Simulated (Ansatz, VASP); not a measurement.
**AsHF in VASP and in Ansatz**

```xyz
3
Lattice="2.5060 0.0000 0.0000 0.0000 4.0498 0.0000 0.0000 0.0000 5.0539" Properties=species:S:1:pos:R:3 pbc="T T T"
H     0.0000    0.0000    0.0000
As    0.0000    2.0249    2.5270
F     0.0000    0.0000    2.5270
```

Alike in both runs: functional PBE; k mesh 8 × 4 × 4; occupations gaussian, width 0.1 eV; no spin polarisation.

Ansatz relaxed the structure, and its values are those at the end. VASP's run is a single point on that final structure, the one shown.

|  | VASP | Ansatz |
| --- | --- | --- |
| version | VASP 6.6.1 | Ansatz 0.2.0 |
| potentials or method | VASP PAW PBE potentials, release 64 (H, As, F), cutoff 600 eV | scalar-relativistic, plane waves, PAW |
| valence electrons in the cell | 13 | 23 |

Ansatz gave:

| Quantity | Value |
| --- | --- |
| gap on the k mesh at the Fermi level (eV) | none |
| pressure (GPa) | 0.2 |

Q: Estimate VASP's values.

A: gap on the k mesh at the Fermi level (eV): none; pressure (GPa): 0.1.

A gap of «none» marks a metal or a gap that the smearing closes. VASP's potentials hold 13 valence electrons a cell and Ansatz's 23, so a difference there can come from the potentials and not from the codes.

The k mesh is coarse, so the values compare programs but aren't converged.
